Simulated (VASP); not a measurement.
# Na3LaN2 (P-4m2) in VASP: relaxation of cell and atoms with PBE

Aim: the relaxation of cell and atoms of Na3LaN2 with PBE.

Program: VASP 6.6.1. These are calculated values, not measurements. Logs are shortened: lines on timing, memory, paths and dates and some standing lists are left out, and cuts for length are marked.

**1. The cell of the first run**

Symmetry: P-4m2, No. 115, tetragonal system. The conventional cell has a = 4.445 Å, b = 4.445 Å, c = 6.014 Å, α = 90.00°, β = 90.00°, γ = 90.00°. Within 3.0 Å of Na (site symmetry 2mm) lie 1 N at 2.29 Å. Na (site symmetry -4m2) has 4 N at 2.46 Å and 4 La at 3.14 Å within 3.2 Å. Within 3.2 Å of La (site symmetry -4m2) lie 4 N at 2.46 Å and 4 Na at 3.14 Å. N (site symmetry 2mm) has 3 Na at 2.29 to 2.46 Å and 2 La at 2.46 Å within 3.0 Å.

The cell was built from a structure type or drawn by symmetry, and may not be a known phase.

**2. Relaxation of cell and atoms, PBE**

Contents of INCAR:

```
PREC     = Accurate       # precision mode
ENCUT    = 600            # plane-wave cutoff, eV
EDIFF    = 1E-6           # SCF threshold, eV
ISMEAR   = 0              # smearing method
SIGMA    = 0.1            # smearing width, eV
LREAL    = False          # projectors in reciprocal space
LASPH    = True           # aspherical terms in the spheres
NELM     = 100            # most SCF steps
ALGO     = Normal         # electronic algorithm
ISIF     = 3              # what is computed and relaxed
LWAVE    = False          # write WAVECAR
LCHARG   = False          # write CHGCAR
GGA      = PE             # functional
IBRION   = 2              # ionic algorithm
NSW      = 100            # ionic steps
EDIFFG   = -0.01          # ionic threshold
```

Contents of KPOINTS:

```
Automatic mesh
0
Gamma
  8 8 6
```

Contents of POSCAR:

```
Na3LaN2
1.0
    4.4448301179      0.0000000000      0.0000000000
    0.0000000000      4.4448301179      0.0000000000
    0.0000000000      0.0000000000      6.0135578816
Na La N
3 1 2
Direct
    0.5000000000      0.0000000000      0.5557360928
    0.0000000000      0.5000000000      0.4442639072
    0.5000000000      0.5000000000      0.0000000000
    0.0000000000      0.0000000000      0.0000000000
    0.5000000000      0.0000000000      0.1747554884
    0.0000000000      0.5000000000      0.8252445116
```

Potentials or basis: VASP PAW PBE potentials, release 64 (Na_pv, La, N).

Run with:

```bash
$ cat potpaw_PBE.64/Na_pv/POTCAR potpaw_PBE.64/La/POTCAR potpaw_PBE.64/N/POTCAR > POTCAR
$ mpirun -np 1 vasp_std > vasp.out
```

OUTCAR:

```text
PREC = Accurate
   ENCUT = 600
   EDIFF = 1E-6
   ISMEAR = 0
   LREAL = False
   LASPH = True
   NELM = 100
   ISIF = 3
   GGA = PE
   IBRION = 2
   NSW = 100
   EDIFFG = -0.01

 ion  position               nearest neighbor table
   1  0.500  0.000  0.556-
   2  0.000  0.500  0.444-
   3  0.500  0.500  0.000-   4 3.14   4 3.14   4 3.14   4 3.14
   4  0.000  0.000  0.000-   5 2.46   6 2.46   6 2.46   5 2.46   3 3.14   3 3.14   3 3.14   3 3.14

   5  0.500  0.000  0.175-   4 2.46   4 2.46
   6  0.000  0.500  0.825-   4 2.46   4 2.46

  LATTYP: Found a simple tetragonal cell.
 ALAT       =     4.4448301179
 C/A-ratio  =     1.3529331205

  Lattice vectors:

 A1 = (   4.4448301179,   0.0000000000,   0.0000000000)
 A2 = (   0.0000000000,   4.4448301179,   0.0000000000)
 A3 = (   0.0000000000,   0.0000000000,   6.0135578816)

Analysis of symmetry for initial positions (statically):
=====================================================================
 Subroutine PRICEL returns:
 Original cell was already a primitive cell.

 Routine SETGRP: Setting up the symmetry group for a
 simple tetragonal supercell.

 Subroutine GETGRP returns: Found  8 space group operations
 (whereof  8 operations were pure point group operations)
 out of a pool of 16 trial point group operations.

The static configuration has the point symmetry D_2d.

Analysis of symmetry for dynamics (positions and initial velocities):
=====================================================================
 Subroutine PRICEL returns:
 Original cell was already a primitive cell.

 Routine SETGRP: Setting up the symmetry group for a
 simple tetragonal supercell.

 Subroutine GETGRP returns: Found  8 space group operations
 (whereof  8 operations were pure point group operations)
 out of a pool of 16 trial point group operations.

The dynamic configuration has the point symmetry D_2d.

 Subroutine INISYM returns: Found  8 space group operations
 (whereof  8 operations are pure point group operations),
 and found     1 'primitive' translations

----------------------------------------------------------------------------------------

                                     Primitive cell

  volume of cell :     118.8069

  direct lattice vectors                    reciprocal lattice vectors
     4.444830118  0.000000000  0.000000000     0.224980477  0.000000000  0.000000000
     0.000000000  4.444830118  0.000000000     0.000000000  0.224980477  0.000000000
     0.000000000  0.000000000  6.013557882     0.000000000  0.000000000  0.166290908

  length of vectors
     4.444830118  4.444830118  6.013557882     0.224980477  0.224980477  0.166290908

  position of ions in fractional coordinates (direct lattice)
     0.500000000  0.000000000  0.555736093
     0.000000000  0.500000000  0.444263907
     0.500000000  0.500000000  0.000000000
     0.000000000  0.000000000  0.000000000
     0.500000000  0.000000000  0.174755488
     0.000000000  0.500000000  0.825244512

  ion indices of the primitive-cell ions
   primitive index   ion index
                 1           1
                 2           2
                 3           3
                 4           4
                 5           5
                 6           6

----------------------------------------------------------------------------------------

 KPOINTS: Automatic mesh

Automatic generation of k-mesh.
 Grid dimensions read from file:
 generate k-points for:    8    8    6

 Generating k-lattice:

  Cartesian coordinates                     Fractional coordinates (reciprocal lattice)
     0.028122560  0.000000000  0.000000000     0.125000000  0.000000000  0.000000000
     0.000000000  0.028122560  0.000000000     0.000000000  0.125000000  0.000000000
     0.000000000  0.000000000  0.027715151     0.000000000  0.000000000  0.166666667

  Length of vectors
     0.028122560  0.028122560  0.027715151

  Shift w.r.t. Gamma in fractional coordinates (k-lattice)
     0.000000000  0.000000000  0.000000000

 Subroutine IBZKPT returns following result:
 ===========================================

 Found     60 irreducible k-points:

 Following reciprocal coordinates:
            Coordinates               Weight
  0.000000  0.000000  0.000000      1.000000
  0.125000  0.000000  0.000000      4.000000
  0.250000  0.000000  0.000000      4.000000
  0.375000  0.000000  0.000000      4.000000
  0.500000  0.000000  0.000000      2.000000
  0.125000  0.125000  0.000000      4.000000
[... 16 lines left out ...]
  0.375000  0.125000  0.166667     16.000000
  0.500000  0.125000  0.166667      8.000000
 [... further k-points ...]
   k-points           NKPTS =     60   k-points in BZ     NKDIM =     60   number of bands    NBANDS=     25
   number of dos      NEDOS =    301   number of ions     NIONS =      6
   total plane-waves  NPLWV =  62208
   dimension x,y,z NGX =    36 NGY =   36 NGZ =   48
   dimension x,y,z NGXF=    72 NGYF=   72 NGZF=   96
   ions per type =               3   1   2
   NGX,Y,Z   is equivalent  to a cutoff of  13.46, 13.46, 13.27 a.u.
   NGXF,Y,Z  is equivalent  to a cutoff of  26.93, 26.93, 26.54 a.u.
 SYSTEM =  unknown system
   PREC   = accura    normal or accurate (medium, high low for compatibility)
   ISTART =      0    job   : 0-new  1-cont  2-samecut
   ICHARG =      2    charge: 1-file 2-atom 10-const
   ISPIN  =      1    spin polarized calculation?
   LNONCOLLINEAR =      F non collinear calculations
   LSORBIT =      F    spin-orbit coupling
   LASPH  =      T    aspherical Exc in radial PAW
   ENCUT  =  600.0 eV  44.10 Ry    6.64 a.u.   8.88  8.88 12.01*2*pi/ulx,y,z
   NELM   =    100;   NELMIN=  2; NELMDL= -5     # of ELM steps
   EDIFF  = 0.1E-05   stopping-criterion for ELM
   LREAL  =      F    real-space projection
   EDIFFG = -.1E-01   stopping-criterion for IOM
   NSW    =    100    number of steps for IOM
   IBRION =      2    ionic relax: 0-MD 1-quasi-New 2-CG
   NFREE  =      1    steps in history (QN), initial steepest desc. (CG)
   ISIF   =      3    stress and relaxation
   ISYM   =      2    0-nonsym 1-usesym 2-fastsym
   POTIM  = 0.5000    time-step for ionic-motion
   TEBEG  =    0.0;   TEEND  =   0.0 temperature during run
   PSTRESS=    0.0 pullay stress
   NELECT =      42.0000    total number of electrons
   NUPDOWN=      -1.0000    fix difference up-down
   EMIN   =  10.00;   EMAX   =-10.00  energy-range for DOS
   EFERMI =   0.00;   METHOD = LEGACY
   ISMEAR =     0;   SIGMA  =   0.10  broadening in eV -4-tet -1-fermi 0-gaus
   EFERMI_NEDOS =   21; number of points for ismear=-14 and -15
   IALGO  =     38    algorithm
   IMIX   =      4    mixing-type and parameters
     AMIX     =   0.40;   BMIX     =  1.00
     AMIX_MAG =   1.60;   BMIX_MAG =  1.00
  volume/ion in A,a.u.               =      19.80       133.62
  Fermi-wavevector in a.u.,A,eV,Ry     =   1.157561  2.187474 18.231100  1.339948
  Thomas-Fermi vector in A             =   2.294172
   LORBIT       =      0    0 simple, 1 ext, 2 COOP (PROOUT), +10 PAW based schemes
   GGA     = PE    functional components
   LHFCALC =     F    Hartree Fock is set to
   AEXX    =    0.0000 exact exchange contribution
   IVDW    =     0    specifies the selected vdW correction
   LEPSILON=     F    determine dielectric tensor
   LRPA    =     F    only Hartree local field effects (RPA)
 conjugate gradient relaxation of ions
 non-spin polarized calculation
 Gauss-broadening in eV      SIGMA  =   0.10
  energy-cutoff  :      600.00
  volume of cell :      118.81
 maximum number of plane-waves:      4008
 NGX is ok and might be reduce to    36
   NGX = 17   NGY = 17   NGZ = 25

--------------------------------------- Ionic step        1  -------------------------------------------

 number of electron      42.0000005 magnetization

 Free energy of the ion-electron system (eV)
  ---------------------------------------------------
  ext. energy  EPLUGINS =         0.00000000
  ---------------------------------------------------
  free energy    TOTEN  =       -26.63438373 eV

  energy without entropy =      -26.63364319  energy(sigma->0) =      -26.63401346

------------------------ aborting loop because EDIFF is reached ----------------------------------------

  FORCE on cell =-STRESS in cart. coord.  units (eV):
  Direction    XX          YY          ZZ          XY          YZ          ZX
  --------------------------------------------------------------------------------------
  -------------------------------------------------------------------------------------
  Total        0.0857437      0.0857437     -0.0174171      0.0000000      0.0000000     -0.0000000
  in kB        1.1563013      1.1563013     -0.2348793      0.0000000      0.0000000     -0.0000000
  external PRESSURE =       0.6925745 kB  Pullay stress =       0.0000000 kB
[... 101 lines left out ...]
  FREE ENERGIE OF THE ION-ELECTRON SYSTEM (eV)
  ---------------------------------------------------
  free  energy   TOTEN  =       -26.6346076218 eV

  energy  without entropy=      -26.6338612856  energy(sigma->0) =      -26.63423445

[... ionic steps 4 to 7 ...]

--------------------------------------- Ionic step        8  -------------------------------------------

 number of electron      41.9999999 magnetization

------------------------ aborting loop because EDIFF is reached ----------------------------------------

  FORCE on cell =-STRESS in cart. coord.  units (eV):
  Direction    XX          YY          ZZ          XY          YZ          ZX
  --------------------------------------------------------------------------------------
  -------------------------------------------------------------------------------------
  Total       -0.0363134     -0.0363134     -0.0741068      0.0000000      0.0000000      0.0000000
  in kB       -0.4883243     -0.4883243     -0.9965500      0.0000000      0.0000000      0.0000000
  external PRESSURE =      -0.6577328 kB  Pullay stress =       0.0000000 kB
[... 65 lines left out ...]
  energy  without entropy=      -26.6340770335  energy(sigma->0) =      -26.63445494

--------------------------------------- Ionic step       10  -------------------------------------------

 number of electron      41.9999999 magnetization

 Free energy of the ion-electron system (eV)
  ---------------------------------------------------
  ext. energy  EPLUGINS =         0.00000000
  ---------------------------------------------------
  free energy    TOTEN  =       -26.63486978 eV

  energy without entropy =      -26.63411654  energy(sigma->0) =      -26.63449316

 E-fermi :   3.0981     XC(G=0):  -8.6725

 val. band max:        3.0468385814   @ k =   0.0000   0.0000   0.0000
 cond. band min:       3.2537905321   @ k =   0.0000   0.0000   0.1667
 fundamental gap:      0.2069519508
 Fermi energy:         3.0980998101

 k-point     1 :       0.0000    0.0000    0.0000
  band No.  band energies     occupation
      1     -27.8498      2.00000
      2     -21.1984      2.00000
      3     -21.1984      2.00000
      4     -21.1314      2.00000
      5     -21.1314      2.00000
      6     -21.0793      2.00000
[... 661 lines left out ...]
     24       6.5430      0.00000
     25       6.5621      0.00000

 [... further k-points ...]

------------------------ aborting loop because EDIFF is reached ----------------------------------------

  FORCE on cell =-STRESS in cart. coord.  units (eV):
  Direction    XX          YY          ZZ          XY          YZ          ZX
  --------------------------------------------------------------------------------------
  -------------------------------------------------------------------------------------
  Total        0.0015167      0.0015167     -0.0216252      0.0000000      0.0000000      0.0000000
  in kB        0.0204130      0.0204130     -0.2910501      0.0000000      0.0000000      0.0000000
  external PRESSURE =      -0.0834080 kB  Pullay stress =       0.0000000 kB
[... 21 lines left out ...]
  FREE ENERGIE OF THE ION-ELECTRON SYSTEM (eV)
  ---------------------------------------------------
  free  energy   TOTEN  =       -26.6348697806 eV

  energy  without entropy=      -26.6341165440  energy(sigma->0) =      -26.63449316

 reached required accuracy - stopping structural energy minimisation
```

Run time: 22 min. Hardware: 1 thread of Oxide Virtual Turin-like, shared host; peak memory 0.38 GiB.

Results:

| Item | Value |
| --- | --- |
| Free energy | -26.6349 eV |
| Relaxed volume | 19.84 Å³/atom |
| Relaxed cell | a = 4.457 Å, b = 4.457 Å, c = 5.993 Å, α = 90.00°, β = 90.00°, γ = 90.00° |
| Space group after relaxing (to 0.1 Å) | P-4m2 (No. 115) |
| Energy gained by relaxing | 0.1 meV/atom |
| Ionic steps | 10 |
| Pressure after relaxing | 0.0 GPa |
| Largest force after relaxing | 0.004 eV/Å |

Forces in eV/Å, atoms in the order of the input:
```
Na   0.000  0.000 -0.003
Na   0.000  0.000  0.003
Na   0.000  0.000  0.000
La   0.000  0.000  0.000
N    0.000  0.000  0.004
N    0.000  0.000 -0.004
```

The path:
```tsv
step	energy change (eV)	largest force (eV/Å)	pressure (GPa)	volume (Å³)
1	0.0000	0.0197	0.07	118.81
2	-0.0002	0.0204	0.00	118.95
3	-0.0002	0.0207	-0.05	119.07
4	-0.0002	0.0210	-0.15	119.29
5	-0.0002	0.0207	-0.06	119.16
6	-0.0002	0.0209	-0.12	119.22
7	-0.0003	0.0147	-0.09	119.20
8	-0.0004	0.0078	-0.07	119.14
9	-0.0004	0.0093	-0.06	119.14
10	-0.0005	0.0035	-0.01	119.04
```

Final structure:
```xyz
6
Lattice="4.4567 0.0000 0.0000 0.0000 4.4567 0.0000 0.0000 0.0000 5.9933" Properties=species:S:1:pos:R:3 pbc="T T T"
Na    2.2284    0.0000    3.3357
Na    0.0000    2.2284    2.6577
Na    2.2284    2.2284    0.0000
La    4.4567    0.0000    0.0000
N     2.2284    0.0000    1.0401
N     0.0000    2.2284    4.9532
```

Levels at points of the mesh, in eV from the Fermi level:
| k point | band 18 | band 19 | band 20 | band 21 | band 22 | band 23 | band 24 | band 25 |
| --- | --- | --- | --- | --- | --- | --- | --- | --- |
| (0.00, 0.00, 0.00) | -1.11 | -1.11 | -0.17 | -0.17 | -0.05 | 3.24 | 3.66 | 3.79 |
| (0.50, 0.00, 0.00) | -0.99 | -0.92 | -0.77 | -0.73 | 0.97 | 2.17 | 3.42 | 3.68 |
| (0.50, 0.50, 0.00) | -0.83 | -0.55 | -0.53 | -0.53 | 1.66 | 1.74 | 1.74 | 3.41 |
| (0.00, 0.00, 0.50) | -1.20 | -1.20 | -0.08 | -0.08 | 1.60 | 1.63 | 3.38 | 3.81 |
| (0.50, 0.00, 0.50) | -1.12 | -0.91 | -0.81 | -0.59 | 1.94 | 2.23 | 2.90 | 3.63 |
| (0.50, 0.50, 0.50) | -0.95 | -0.90 | -0.72 | -0.72 | 2.19 | 2.19 | 2.34 | 3.23 |

Caveat: spin-orbit coupling is left out, which moves the levels of the heavy elements.
